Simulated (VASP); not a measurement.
# C (R-3m) in VASP: single point with LDA

Aim: the single point of C with LDA.

Everything below comes from runs of VASP 6.6.1. Logs are shortened: lines on timing, memory, paths and dates and some standing lists are left out, and cuts for length are marked.

### 1 The cell of the first run

It takes space group R-3m (No. 166, trigonal). The conventional cell has a = 2.616 Å, b = 2.616 Å, c = 30.762 Å, α = 90.00°, β = 90.00°, γ = 120.00°. Within 2.0 Å of C (site symmetry 3m) lie 4 C at 1.53 to 1.60 Å. Within 2.0 Å of C (site symmetry 3m) lie 4 C at 1.53 to 1.60 Å. Within 2.0 Å of C (site symmetry 3m) lie 4 C at 1.53 to 1.59 Å. C (site symmetry 3m) has 4 C at 1.55 to 1.60 Å within 2.1 Å. C (site symmetry 3m) has 4 C at 1.55 to 1.60 Å within 2.1 Å.

### 2 Single point, LDA (strain +0.050 along x and y, +0.000 along z)

Input file INCAR:

```
SYSTEM = C
PREC = Accurate
ENCUT = 520
EDIFF = 1E-6
ISMEAR = 0
SIGMA = 0.05
LREAL = .FALSE.
LASPH = .TRUE.
NELM = 60
ALGO = Normal
ISIF = 2
LWAVE = .FALSE.
LCHARG = .TRUE.
LELF = .TRUE.
LVHAR = .TRUE.
NBANDS = 31
```

Input file KPOINTS:

```
Automatic mesh
0
G
  12 12 12
  0 0 0
```

Input file POSCAR:

```
C
1.0
    1.3079276446      0.7551323777     10.2538776052
   -1.3079276446      0.7551323777     10.2538776052
    0.0000000000     -1.5102647554     10.2538776052
C
10
Direct
    0.0248185525      0.0248185525      0.0248185525
    0.9751814475      0.9751814475      0.9751814475
    0.1086956498      0.1086956498      0.1086956498
    0.8913043502      0.8913043502      0.8913043502
    0.1583656632      0.1583656632      0.1583656632
    0.8416343368      0.8416343368      0.8416343368
    0.3748645769      0.3748645769      0.3748645769
    0.6251354231      0.6251354231      0.6251354231
    0.4253218689      0.4253218689      0.4253218689
    0.5746781311      0.5746781311      0.5746781311
```

Potentials or basis: VASP PAW LDA potentials, release 64 (C).

Run with:

```sh
cat potpaw_LDA.64/C/POTCAR > POTCAR
mpirun -np 1 vasp_std > vasp.out
```

OUTCAR:

```text
SYSTEM = C
   PREC = Accurate
   ENCUT = 520
   EDIFF = 1E-6
   ISMEAR = 0
   LREAL = .FALSE.
   LASPH = .TRUE.
   NELM = 60
   ISIF = 2

 ion  position               nearest neighbor table
   1  0.025  0.025  0.025-   2 1.53   7 1.60   7 1.60   7 1.60
   2  0.975  0.975  0.975-   1 1.53   8 1.60   8 1.60   8 1.60
   3  0.109  0.109  0.109-   5 1.53   9 1.60   9 1.60   9 1.60
   4  0.891  0.891  0.891-   6 1.53  10 1.60  10 1.60  10 1.60
   5  0.158  0.158  0.158-   3 1.53   6 1.59   6 1.59   6 1.59
   6  0.842  0.842  0.842-   4 1.53   5 1.59   5 1.59   5 1.59
   7  0.375  0.375  0.375-   9 1.55   1 1.60   1 1.60   1 1.60
   8  0.625  0.625  0.625-  10 1.55   2 1.60   2 1.60   2 1.60
   9  0.425  0.425  0.425-   7 1.55   3 1.60   3 1.60   3 1.60
  10  0.575  0.575  0.575-   8 1.55   4 1.60   4 1.60   4 1.60

  LATTYP: Found a trigonal (rhomboedric) cell.
 ALAT       =    10.3645021865
 COS(alpha) =     0.9681506525

  Lattice vectors:

 A1 = (   1.3079276446,   0.7551323777,  10.2538776052)
 A2 = (  -1.3079276446,   0.7551323777,  10.2538776052)
 A3 = (   0.0000000000,  -1.5102647554,  10.2538776052)

Analysis of symmetry for initial positions (statically):
=====================================================================
 Subroutine PRICEL returns:
 Original cell was already a primitive cell.

 Routine SETGRP: Setting up the symmetry group for a
 trigonal (rhombohedral) supercell.

 Subroutine GETGRP returns: Found 12 space group operations
 (whereof 12 operations were pure point group operations)
 out of a pool of 12 trial point group operations.

The static configuration has the point symmetry D_3d.

Analysis of symmetry for dynamics (positions and initial velocities):
=====================================================================
 Subroutine PRICEL returns:
 Original cell was already a primitive cell.

 Routine SETGRP: Setting up the symmetry group for a
 trigonal (rhombohedral) supercell.

 Subroutine GETGRP returns: Found 12 space group operations
 (whereof 12 operations were pure point group operations)
 out of a pool of 12 trial point group operations.

The dynamic configuration has the point symmetry D_3d.

 Subroutine INISYM returns: Found 12 space group operations
 (whereof 12 operations are pure point group operations),
 and found     1 'primitive' translations

----------------------------------------------------------------------------------------

[... 112 lines left out ...]
   IBRION =     -1    ionic relax: 0-MD 1-quasi-New 2-CG
   NFREE  =      0    steps in history (QN), initial steepest desc. (CG)
   ISIF   =      2    stress and relaxation
   ISYM   =      2    0-nonsym 1-usesym 2-fastsym
   POTIM  = 0.5000    time-step for ionic-motion
   TEBEG  =    0.0;   TEEND  =   0.0 temperature during run
   PSTRESS=    0.0 pullay stress
   NELECT =      40.0000    total number of electrons
   NUPDOWN=      -1.0000    fix difference up-down
   EMIN   =  10.00;   EMAX   =-10.00  energy-range for DOS
   EFERMI =   0.00;   METHOD = LEGACY
   ISMEAR =     0;   SIGMA  =   0.05  broadening in eV -4-tet -1-fermi 0-gaus
   EFERMI_NEDOS =   21; number of points for ismear=-14 and -15
   IALGO  =     38    algorithm
   IMIX   =      4    mixing-type and parameters
     AMIX     =   0.40;   BMIX     =  1.00
     AMIX_MAG =   1.60;   BMIX_MAG =  1.00
  volume/ion in A,a.u.               =       6.08        41.01
  Fermi-wavevector in a.u.,A,eV,Ry     =   1.424118  2.691194 27.594156  2.028113
  Thomas-Fermi vector in A             =   2.544643
   LORBIT       =      0    0 simple, 1 ext, 2 COOP (PROOUT), +10 PAW based schemes
   GGA     = CA    functional components
   LHFCALC =     F    Hartree Fock is set to
   AEXX    =    0.0000 exact exchange contribution
   IVDW    =     0    specifies the selected vdW correction
   LEPSILON=     F    determine dielectric tensor
   LRPA    =     F    only Hartree local field effects (RPA)
 non-spin polarized calculation
 Gauss-broadening in eV      SIGMA  =   0.05
  energy-cutoff  :      520.00
  volume of cell :       60.76
 maximum number of plane-waves:      1664
 NGX is ok and might be reduce to    80
   NGX = 39   NGY = 39   NGZ = 39

 number of electron      39.9999998 magnetization

 Free energy of the ion-electron system (eV)
  ---------------------------------------------------
  ext. energy  EPLUGINS =         0.00000000
  ---------------------------------------------------
  free energy    TOTEN  =      -100.18328184 eV

  energy without entropy =     -100.18328184  energy(sigma->0) =     -100.18328184

 E-fermi :   9.1639     XC(G=0): -13.1647

 val. band max:        8.8826276548   @ k =   0.0000   0.0000   0.0000
 cond. band min:      12.6356726918   @ k =   0.5000   0.5000  -0.0000
 fundamental gap:      3.7530450370
 Fermi energy:         9.1638629278

 k-point     1 :       0.0000    0.0000    0.0000
  band No.  band energies     occupation
      1     -11.7013      2.00000
      2     -10.6165      2.00000
      3     -10.5556      2.00000
      4      -7.3597      2.00000
      5      -7.3388      2.00000
      6      -1.8258      2.00000
[... 805 lines left out ...]
     30      18.7977      0.00000
     31      18.9275      0.00000

 [... further k-points ...]
[... 5 lines left out ...]
  --------------------------------------------------------------------------------------
  -------------------------------------------------------------------------------------
  Total      -19.8746399    -19.8746399     -0.8578549      0.0000000      0.0000000      0.0000000
  in kB     -524.0390626   -524.0390626    -22.6192515      0.0000000      0.0000000      0.0000000
  external PRESSURE =    -356.8991256 kB  Pullay stress =       0.0000000 kB

 VOLUME and BASIS-vectors are now :
 -----------------------------------------------------------------------------
  energy-cutoff  :      520.00
  volume of cell :       60.76
      direct lattice vectors                 reciprocal lattice vectors
     1.307927645  0.755132378 10.253877605     0.382284144  0.220711853  0.032508027
    -1.307927645  0.755132378 10.253877605    -0.382284144  0.220711853  0.032508027
     0.000000000 -1.510264755 10.253877605     0.000000000 -0.441423707  0.032508027

 POSITION                                       TOTAL-FORCE (eV/Angst)
 -----------------------------------------------------------------------------------
      0.00000      0.00000      0.76346         0.000000      0.000000      0.017084
      0.00000      0.00000     29.99817         0.000000     -0.000000     -0.017084
      0.00000      0.00000      3.34366         0.000000     -0.000000     -0.014263
      0.00000      0.00000     27.41798         0.000000     -0.000000      0.014263
      0.00000      0.00000      4.87159         0.000000     -0.000000      0.113351
      0.00000      0.00000     25.89005         0.000000      0.000000     -0.113351
      0.00000      0.00000     11.53145         0.000000     -0.000000     -0.143014
      0.00000      0.00000     19.23019         0.000000      0.000000      0.143014
      0.00000      0.00000     13.08360         0.000000      0.000000      0.144953
      0.00000      0.00000     17.67804         0.000000     -0.000000     -0.144953
 -----------------------------------------------------------------------------------
    total drift:                                0.000000      0.000000     -0.000000

  FREE ENERGIE OF THE ION-ELECTRON SYSTEM (eV)
  ---------------------------------------------------
  free  energy   TOTEN  =      -100.1832818431 eV

  energy  without entropy=     -100.1832818431  energy(sigma->0) =     -100.18328184
```

OSZICAR:

```text
N       E                     dE             d eps       ncg     rms          rms(c)
DAV:   1     0.753581453046E+02    0.75358E+02   -0.21024E+04 11718   0.125E+03
DAV:   2    -0.965934596923E+02   -0.17195E+03   -0.16450E+03 15099   0.235E+02
DAV:   3    -0.103450915660E+03   -0.68575E+01   -0.68178E+01 15600   0.429E+01
DAV:   4    -0.103525861513E+03   -0.74946E-01   -0.74770E-01 16180   0.476E+00
DAV:   5    -0.103527052825E+03   -0.11913E-02   -0.11906E-02 15596   0.555E-01    0.117E+01
DAV:   6    -0.101056472640E+03    0.24706E+01   -0.17377E+00 13917   0.624E+00    0.675E+00
DAV:   7    -0.100187919028E+03    0.86855E+00   -0.21576E+00 14131   0.705E+00    0.130E+00
DAV:   8    -0.100183311443E+03    0.46076E-02   -0.62711E-02 15555   0.128E+00    0.777E-02
DAV:   9    -0.100183266009E+03    0.45433E-04   -0.86988E-04 15665   0.174E-01    0.367E-02
DAV:  10    -0.100183281482E+03   -0.15472E-04   -0.60907E-05 15377   0.435E-02    0.138E-02
DAV:  11    -0.100183281843E+03   -0.36123E-06   -0.47647E-06 15460   0.116E-02
   1 F= -.10018328E+03 E0= -.10018328E+03  d E =-.618104E-18
```

It took 35 min on 1 thread of Intel Xeon 6975P-C (Granite Rapids), shared host; peak memory 0.75 GiB.

What came out:

| Property | Result |
| --- | --- |
| Free energy | -100.1833 eV |
| Pressure | -35.7 GPa |
| Largest force | 0.145 eV/Å |
| Band gap on the k mesh | 3.75 eV (least direct gap 4.60 eV) |

Forces on the atoms (eV/Å):
```
C    0.000  0.000  0.017
C    0.000  0.000 -0.017
C    0.000  0.000 -0.014
C    0.000  0.000  0.014
C    0.000  0.000  0.113
C    0.000  0.000 -0.113
C    0.000  0.000 -0.143
C    0.000  0.000  0.143
C    0.000  0.000  0.145
C    0.000  0.000 -0.145
```

Levels at points of the mesh, in eV from the valence-band top:
```
           k point  band 16  band 17  band 18  band 19  band 20  band 21  band 22  band 23  band 24  band 25
(0.00, 0.00, 0.00)    -1.46    -1.46    -0.28     0.00     0.00     4.60     4.60     6.13     6.14     6.14
(0.50, 0.00, 0.00)    -4.45    -4.25    -4.20    -3.28    -2.55     3.98     4.01     5.83     6.03     6.55
(0.50, 0.50, 0.00)    -5.21    -3.84    -3.83    -3.10    -3.08     3.75     4.68     4.82     5.83     7.27
(0.50, 0.50, 0.50)    -1.53    -0.54    -0.54    -0.50    -0.50     5.14     5.14     5.26     5.26     6.19
```

Caveat: the cell differs from its parent crystal (strain +0.050 along x and y, +0.000 along z); the stress differs along the axes, from -52 to -2 GPa. A k mesh can miss the band edges.
